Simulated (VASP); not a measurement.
Input of a VASP 6.6.1 run:

File POSCAR:

```
SnO
1.0
    3.1034067827      0.0000000000      0.0000000000
    0.0000000000      3.1034067827      0.0000000000
    0.0000000000      0.0000000000      3.1034067827
Sn O
1 1
Direct
    0.0000000000      0.0000000000      0.0000000000
    0.5000000000      0.5000000000      0.5000000000
```

File INCAR.step1:

```
PREC = Accurate
ENCUT = 520
ISMEAR = -1
SIGMA = 0.02
LREAL = False
LASPH = True
NELM = 100
NBANDS = 17
GGA = PE
ALGO = Normal
EDIFF = 1E-4
LWAVE = True
LCHARG = False
```

The input INCAR.step2:

```
PREC = Accurate
ENCUT = 520
EDIFF = 1E-6
ISMEAR = -1
SIGMA = 0.02
LREAL = False
LASPH = True
NELM = 100
ALGO = Normal
ISIF = 2
LWAVE = False
LCHARG = True
METAGGA = R2SCAN
LMIXTAU = True
LELF = True
LVHAR = True
NBANDS = 17
ISTART = 1
```

Contents of KPOINTS:

```
regular mesh
0
Gamma
  6 6 6
```

Potentials or basis: VASP PAW PBE potentials, release 64 (Sn_d, O).

Command:

```console
$ cat potpaw_PBE.64/Sn_d/POTCAR potpaw_PBE.64/O/POTCAR > POTCAR
$ cp INCAR.step1 INCAR
$ mpirun -np 1 vasp_std > vasp.out
$ cp INCAR.step2 INCAR
$ mpirun -np 1 vasp_std > vasp.out
```

Question: What does it give for the pressure?

Answer: 0.3 GPa.

Question: Estimate the band gap on the k mesh.

Answer: 0.35 eV, indirect (least direct gap 1.02 eV).

Caveat: the PAW data sets were made with another functional, which shifts forces and pressure a little; spin-orbit coupling is left out, which moves the levels of the heavy elements. A k mesh can miss the band edges.
